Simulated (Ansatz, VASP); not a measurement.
La in VASP and in Ansatz

File INCAR:

```
SYSTEM = La
PREC = Accurate ; ENCUT = 600
EDIFF = 1E-6 ; ISMEAR = -1
SIGMA = 0.05 ; LREAL = .False.
LASPH = .True. ; NELM = 100
ALGO = Normal ; ISIF = 3
LWAVE = .False. ; LCHARG = .False.
GGA = RP ; IBRION = 2
NSW = 80 ; EDIFFG = -0.005
```

Contents of KPOINTS:

```
Automatic mesh
0
Gamma
  8 8 5
  0 0 0
```

Contents of POSCAR:

```
La
1.0
    3.7500000000      0.0000000000      0.0000000000
   -1.8750000000      3.2475952642      0.0000000000
    0.0000000000      0.0000000000      6.0700000000
La
2
Direct
    0.6666666667      0.3333333333      0.7500000000
    0.3333333333      0.6666666667      0.2500000000
```

input.yaml

```yaml
crystal:
  lattice:
    - [3.75, 0.0, 0.0]
    - [-1.875, 3.2475952642, 0.0]
    - [0.0, 0.0, 6.07]
  atoms:
    - { symbol: La, position: [0.6666666667, 0.3333333333, 0.75] }
    - { symbol: La, position: [0.3333333333, 0.6666666667, 0.25] }
kpoints:
  mp_grid: { grid: [8, 8, 5] }
scf:
  occupations: { method: fermi_dirac, width: 0.05 }
hamiltonian:
  xc: rpbe
  pseudopotentials: { kind: all_electron, lapw: { basis_error: 0.001 } }
output:
  forces: true
  stress: true
relax:
  f_tol: 0.005
  max_steps: 60
  cell: {}
```

Alike in both runs: task relaxation of cell and atoms; functional RPBE; k mesh 8 × 8 × 5; occupations fermi-dirac, width 0.05 eV; no spin polarisation.

```csv
,VASP,Ansatz
version,VASP 6.6.1,Ansatz 0.2.0
potentials or method,"VASP PAW PBE potentials, release 64 (La), cutoff 600 eV","all-electron LAPW, scalar-relativistic"
```

```csv
,VASP,Ansatz,Ansatz less VASP
relaxed volume (Å³/atom),39.92,39.93,+0.014
relaxed length of the cell vector where the two differ most in proportion (Å),3.873,3.874,+0.0006
```

VASP's potentials were made for PBE, not for RPBE. Ansatz ran all-electron here, and VASP with PAW potentials.

Neither program's run includes spin-orbit coupling.
